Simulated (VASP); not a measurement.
Wanted: the native input for a VASP 6.6.1 run.

* Task: single point
* Functional: PBEsol
* Dispersion: D3(BJ)
* Potentials or basis: VASP PAW PBE potentials, release 64 (Sn_d)
* Cutoff: 520 eV
* k mesh: 20 × 20 × 20
* Occupations: gaussian, width 0.15 eV
* Spin: no spin polarisation
* Dipole correction: no
* Further INCAR settings: ALGO = Fast; EDIFF = 1e-06; NBANDS = 13

The structure of Sn lies in POSCAR:

```
Sn
1.0
   -1.5884158800      1.6335032400      2.3383420000
    1.5884158800     -1.6335032400      2.3383420000
    1.5884158800      1.6335032400     -2.3383420000
Sn
1
Direct
    0.0000000000      0.0000000000      0.0000000000
```

This cell differs from its parent crystal: strain -0.080 along x and y, +0.000 along z.

These files were run (other wordings do the same):

INCAR

```
  ALGO = Fast
  EDIFF = 1E-6
  ENCUT = 520
  GGA = PS
  ISIF = 2
  ISMEAR = 0
  IVDW = 12
  LASPH = T
  LCHARG = F
  LREAL = F
  LWAVE = F
  NBANDS = 13
  NELM = 80
  PREC = Accurate
  SIGMA = 0.15
```

KPOINTS

```
k-points
0
Gamma
  20 20 20
```

Potentials or basis: VASP PAW PBE potentials, release 64 (Sn_d).

Run with:

```console
$ cat potpaw_PBE.64/Sn_d/POTCAR > POTCAR
$ mpirun -np 1 vasp_std > vasp.out
```

Results of the run:

```
Pressure                   : 2.9 GPa
Band gap on the k mesh     : zero (bands 7 and 8 overlap by 10.64 eV)
Dispersion energy per atom : -0.438 eV
```

Caveat: the cell differs from its parent crystal (strain -0.080 along x and y, +0.000 along z); the PAW data sets were made with another functional, which shifts forces and pressure a little; spin-orbit coupling is left out, which moves the levels of the heavy elements.

Run time: 2.8 min on 1 thread of Intel(R) Xeon(R) Platinum 8259CL CPU @ 2.50GHz (Skylake/Cascade Lake), on a shared host, peak memory 0.43 GiB.
